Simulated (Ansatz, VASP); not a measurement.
## ZnSe: VASP beside Ansatz

INCAR

```
SYSTEM = ZnSe
ALGO = Normal
EDIFF = 1E-6
ENCUT = 520
GGA = CA
ISIF = 2
ISMEAR = 0
LASPH = .True.
LCHARG = .True.
LELF = .True.
LREAL = .False.
LVHAR = .True.
LWAVE = .False.
NBANDS = 26
NELM = 60
PREC = Accurate
SIGMA = 0.05
```

File KPOINTS:

```
k-points
0
Gamma
  8 8 6
  0 0 0
```

The input POSCAR:

```
ZnSe
1.0
    4.0437991417      0.0000000000      0.0000000000
    0.0000000000      4.0437991417      0.0000000000
    0.0000000000      0.0000000000      5.3369824815
Zn Se
2 2
Direct
    0.0000000000      0.0000000000      0.0000000000
    0.5000000000      0.5000000000      0.0000000000
    0.0000000000      0.5000000000      0.3361676647
    0.5000000000      0.0000000000      0.6638323353
```

Input for Ansatz:

```yaml
crystal:
  lattice:
    - [4.0437991417, 0.0, 0.0]
    - [0.0, 4.0437991417, 0.0]
    - [0.0, 0.0, 5.3369824815]
  atoms:
    - { symbol: Zn, position: [0.0, 0.0, 0.0] }
    - { symbol: Zn, position: [0.5, 0.5, 0.0] }
    - { symbol: Se, position: [0.0, 0.5, 0.3361676647] }
    - { symbol: Se, position: [0.5, 0.0, 0.6638323353] }
basis:
  ecutwfc: 520.0
kpoints:
  mp_grid: { grid: [8, 8, 6] }
hamiltonian:
  xc: lda
scf:
  occupations: { method: gaussian, width: 0.05 }
output:
  forces: true
  stress: true
  eigenvalues: true
```

Alike in both runs: task single point; functional LDA; k mesh 8 × 8 × 6; occupations gaussian, width 0.05 eV; no spin polarisation.

|  | VASP | Ansatz |
| --- | --- | --- |
| version | VASP 6.6.1 | Ansatz 0.2.0 |
| potentials or method | VASP PAW LDA potentials, release 64 (Zn, Se), cutoff 520 eV | scalar-relativistic, plane waves, PAW |
| valence electrons in the cell | 36 | 56 |

|  | VASP | Ansatz | Ansatz less VASP |
| --- | --- | --- | --- |
| gap on the k mesh at the Fermi level (eV) | 0.29 | 0.27 | -0.014 |
| least direct gap on the mesh (eV) | 0.29 | 0.27 | -0.014 |
| pressure (GPa) | -9.6 | -9.8 | -0.22 |
| traceless stress, the component that is largest in VASP (GPa) | -5.56 | -5.57 | -0.008 |
| rms of the force components (eV/Å) | 1.078 | 1.087 | +0.0089 |

LDA's correlation is that of Perdew and Zunger in VASP and of Perdew and Wang (1992) in Ansatz. Atom by atom the forces differ by 0.009 eV/Å (rms over components). VASP's potentials hold 36 valence electrons a cell and Ansatz's 56, so a difference there can come from the potentials and not from the codes.
